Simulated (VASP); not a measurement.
# AlNi (P4/mmm) in VASP: further runs, part 2 of 2

VASP 6.6.1. The steps go on from the part before.

## 3. Single point, PBEsol

This run uses another cell than the first one, of 10.78 Å³/atom, 1.005 times its volume.

The input, INCAR:

```
ALGO = Fast ; EDIFF = 1E-6
ENCUT = 520 ; GGA = PS
ISIF = 2 ; ISMEAR = 0
LASPH = True ; LCHARG = True
LELF = True ; LREAL = False
LVHAR = True ; LWAVE = False
NBANDS = 14 ; NELM = 80
PREC = Accurate ; SIGMA = 0.15
```

The input, KPOINTS:

```
k-points
0
Gamma
  16 16 16
```

The input, POSCAR:

```
AlNi
1.0
    2.0211996424     -2.0211459319      0.0000000000
    2.0211996424      2.0211459319      0.0000000000
    0.0000000000      0.0000000000      2.6394000000
Al Ni
1 1
Direct
    0.0000000000      0.0000000000      0.0000000000
    0.5000000000      0.5000000000      0.5000000000
```

Potentials or basis: VASP PAW PBE potentials, release 64 (Al, Ni).

Started as:

```console
$ cat potpaw_PBE.64/Al/POTCAR potpaw_PBE.64/Ni/POTCAR > POTCAR
$ mpirun -np 1 vasp_std > vasp.out
```

OUTCAR:

```text
EDIFF = 1E-6
   ENCUT = 520
   GGA = PS
   ISIF = 2
   ISMEAR = 0
   LASPH = True
   LREAL = False
   NELM = 80
   PREC = Accurate

 ion  position               nearest neighbor table
   1  0.000  0.000  0.000-   2 2.41   2 2.41   2 2.41   2 2.41   2 2.41   2 2.41   2 2.41   2 2.41

   2  0.500  0.500  0.500-   1 2.41   1 2.41   1 2.41   1 2.41   1 2.41   1 2.41   1 2.41   1 2.41

  LATTYP: Found a base centered orthorhombic cell.
 ALAT       =     4.0422918638
 B/A-ratio  =     1.0000265743
 C/A-ratio  =     0.6529464197

  Lattice vectors:

 A1 = (  -2.0211996424,  -2.0211459319,   0.0000000000)
 A2 = (   2.0211996424,  -2.0211459319,   0.0000000000)
 A3 = (   0.0000000000,   0.0000000000,   2.6394000000)

Analysis of symmetry for initial positions (statically):
=====================================================================
 Subroutine PRICEL returns:
 Original cell was already a primitive cell.

 Routine SETGRP: Setting up the symmetry group for a
 base centered orthorhombic supercell.

 Subroutine GETGRP returns: Found  8 space group operations
 (whereof  8 operations were pure point group operations)
 out of a pool of  8 trial point group operations.

The static configuration has the point symmetry D_2h.
[... 171 lines left out ...]
  band No.  band energies     occupation
      1      -0.5897      2.00000
      2       7.5118      2.00000
      3       7.5582      2.00000
      4       9.3835      2.00000
      5       9.6589      2.00000
      6       9.6590      2.00000
      7      16.2754      0.00000
      8      16.2756      0.00000
      9      19.4514      0.00000
     10      19.4696      0.00000
     11      19.8720      0.00000
     12      27.2748      0.00000
     13      32.1762      0.00000
     14      34.2383      0.00000
[... 377 lines left out ...]
      1      -0.4428      2.00000
      2       7.5102      2.00000
      3       7.5741      2.00000
      4       9.3072      2.00000
      5       9.6342      2.00000
      6       9.6414      2.00000
      7      15.5454      0.00000
      8      15.7808      0.00000
      9      19.6293      0.00000
     10      20.3609      0.00000
     11      20.4313      0.00000
     12      27.5963      0.00000
     13      30.3389      0.00000
     14      33.4824      0.00000

 [... further k-points ...]
[... 5 lines left out ...]
  --------------------------------------------------------------------------------------
  -------------------------------------------------------------------------------------
  Total        1.9208419      1.9220725      3.3609359      0.0000000      0.0000000      0.0000000
  in kB      142.7118725    142.8033039    249.7058519      0.0000000      0.0000000      0.0000000
  external PRESSURE =     178.4070094 kB  Pullay stress =       0.0000000 kB

 VOLUME and BASIS-vectors are now :
 -----------------------------------------------------------------------------
  energy-cutoff  :      520.00
  volume of cell :       21.56
      direct lattice vectors                 reciprocal lattice vectors
     2.021199642 -2.021145932  0.000000000     0.247377839 -0.247384413  0.000000000
     2.021199642  2.021145932  0.000000000     0.247377839  0.247384413  0.000000000
     0.000000000  0.000000000  2.639400000     0.000000000  0.000000000  0.378873987

 POSITION                                       TOTAL-FORCE (eV/Angst)
 -----------------------------------------------------------------------------------
      0.00000      0.00000      0.00000         0.000000      0.000000      0.000000
      2.02120      0.00000      1.31970        -0.000000      0.000000      0.000000
 -----------------------------------------------------------------------------------
    total drift:                                0.000000     -0.000000     -0.000000

  FREE ENERGIE OF THE ION-ELECTRON SYSTEM (eV)
  ---------------------------------------------------
  free  energy   TOTEN  =       -11.4585428797 eV

  energy  without entropy=      -11.4498531475  energy(sigma->0) =      -11.45419801
```

It took 80 s on 1 thread of Intel Xeon Platinum 8488C (Sapphire Rapids), shared host; peak memory 0.3 GiB.

What came out:

```
Free energy : -11.4585 eV
Pressure    : 17.8 GPa
```

Stress tensor (GPa, compression positive):
```
14.27  0.00  0.00
 0.00 14.28  0.00
 0.00  0.00 24.97
```

Levels at points of the mesh, in eV from the Fermi level:
| k point | band 4 | band 5 | band 6 | band 7 | band 8 | band 9 | band 10 | band 11 |
| --- | --- | --- | --- | --- | --- | --- | --- | --- |
| (0.00, 0.00, 0.00) | -1.95 | -1.68 | -1.68 | 4.94 | 4.94 | 8.12 | 8.13 | 8.54 |
| (0.50, 0.00, 0.00) | -2.76 | -2.25 | -1.60 | -0.94 | 8.23 | 9.46 | 10.83 | 12.41 |
| (0.50, 0.50, 0.00) | -3.56 | -2.14 | -2.14 | -1.30 | 1.10 | 2.47 | 15.04 | 17.13 |
| (0.00, 0.00, 0.50) | -2.76 | -2.76 | -1.79 | -0.27 | 8.44 | 9.80 | 9.80 | 11.75 |
| (0.50, 0.00, 0.50) | -2.75 | -2.60 | -2.48 | -1.14 | 1.99 | 3.27 | 12.82 | 14.93 |
| (0.50, 0.50, 0.50) | -1.24 | -1.04 | 1.85 | 1.85 | 2.05 | 4.34 | 4.70 | 5.23 |

Caveat: the PAW data sets were made with another functional, which shifts forces and pressure a little. Spin polarisation is off, so any magnetic state and its effect on volume and gap are missing.
